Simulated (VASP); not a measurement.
A run of VASP 6.6.1 is set up as follows.

File INCAR:

```
SYSTEM = Cd
PREC = Accurate
ENCUT = 520
EDIFF = 1E-6
ISMEAR = 0
SIGMA = 0.1
LREAL = .False.
LASPH = .True.
NELM = 100
ALGO = Normal
ISIF = 2
LWAVE = .False.
LCHARG = .False.
GGA = PE
NBANDS = 19
```

KPOINTS

```
Automatic mesh
0
Gamma
  16 16 8
  0 0 0
```

File POSCAR:

```
Cd
1.0
    3.0196234840      0.0000000000      0.0000000000
   -1.5098117420      2.4128933458      0.0045404115
    0.0000000000      0.0098870640      5.4606366825
Cd
2
Direct
    0.3286505100      0.6573010201      0.2057057268
    0.6713494900      0.3426989799      0.7942942732
```

Potentials or basis: VASP PAW PBE potentials, release 64 (Cd).

The run is started by

```console
$ cat potpaw_PBE.64/Cd/POTCAR > POTCAR
$ mpirun -np 1 vasp_std > vasp.out
```

**Question.** Estimate the pressure.

**Answer.** 16.6 GPa.

**Question.** What does it give for the band gap on the k mesh?

**Answer.** Zero (bands 12 and 13 overlap by 4.22 eV).

Stress tensor (GPa, compression positive):
```
12.24  0.00  0.00
 0.00 21.40 -0.50
 0.00 -0.50 16.25
```

Caveat: the cell differs from its parent crystal (strained and its atoms moved); the cell stands under pressure; forces of over 1 eV/Å act on the atoms, so gaps and moduli don't describe the material at rest.
